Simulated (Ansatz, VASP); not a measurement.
# Rh: VASP beside Ansatz

```
CELL_PARAMETERS angstrom
3.68819 0.00000 0.00000
0.00000 3.68819 0.00000
0.00000 0.00000 3.68819
ATOMIC_POSITIONS crystal
Rh 0.00000 0.50000 0.50000
Rh 0.50000 0.00000 0.50000
Rh 0.50000 0.50000 0.00000
```

Alike in both runs: functional PBE; k mesh 4 × 4 × 4; occupations gaussian, width 0.1 eV; no spin polarisation.

Ansatz relaxed the structure, and its values are those at the end. VASP's run is a single point on that final structure, the one shown.

```csv
,VASP,Ansatz
version,VASP 6.6.1,Ansatz 0.2.0
potentials or method,"VASP PAW PBE potentials, release 64 (Rh_pv), cutoff 520 eV","scalar-relativistic, plane waves, PAW"
valence electrons in the cell,45,51
```

|  | VASP | Ansatz | Ansatz less VASP |
| --- | --- | --- | --- |
| gap on the k mesh at the Fermi level (eV) | none | none | - |
| pressure (GPa) | -0.3 | -0.3 | -0.03 |

A gap of «none» marks a metal or a gap that the smearing closes. VASP's potentials hold 45 valence electrons a cell and Ansatz's 51, so a difference there can come from the potentials and not from the codes.

The k mesh is coarse, so the values compare programs but aren't converged.
